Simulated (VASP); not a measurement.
NaW, 4 atoms in the cell. Symmetry: Imma, No. 74, orthorhombic system. Conventional cell: a = 6.448 Å, b = 6.878 Å, c = 3.553 Å, α = 90.00°, β = 90.00°, γ = 90.00°. Na (site symmetry 2/m) has 4 W at 2.16 to 2.66 Å within 2.9 Å. W (site symmetry mm2) has 4 Na at 2.16 to 2.66 Å within 2.9 Å. The cell was generated, and may not be a known phase.

| Property | Result |
| --- | --- |
| Program | VASP 6.6.1 |
| Task | relaxation of cell and atoms |
| Functional | PBE |
| Potentials or basis | VASP PAW PBE potentials, release 64 (Na_pv, W_sv) |
| Cutoff | 600 eV |
| k mesh | 6 × 6 × 6 |
| Occupations | gaussian, width 0.1 eV |
| Spin | no spin polarisation |
| Dipole correction | no |
| Further INCAR settings | ALGO = Fast; EDIFF = 1e-07; IBRION = 2; EDIFFG = -0.04; NSW = 90; ISIF = 3 |

Potentials or basis: VASP PAW PBE potentials, release 64 (Na_pv, W_sv).

Command:

```bash
$ cat potpaw_PBE.64/Na_pv/POTCAR potpaw_PBE.64/W_sv/POTCAR > POTCAR
$ mpirun -np 1 vasp_std > vasp.out
```

Hardware: 1 thread of AMD EPYC 9R45 96-Core Processor (Zen 5), with other jobs on the host.

Question: Estimate the wall time of this run.

Answer: Wall time 48 min on 1 thread of AMD EPYC 9R45 96-Core Processor (Zen 5), on a shared host, peak memory 0.31 GiB. Counts: scf iterations 661, k points 46, ion steps 20.
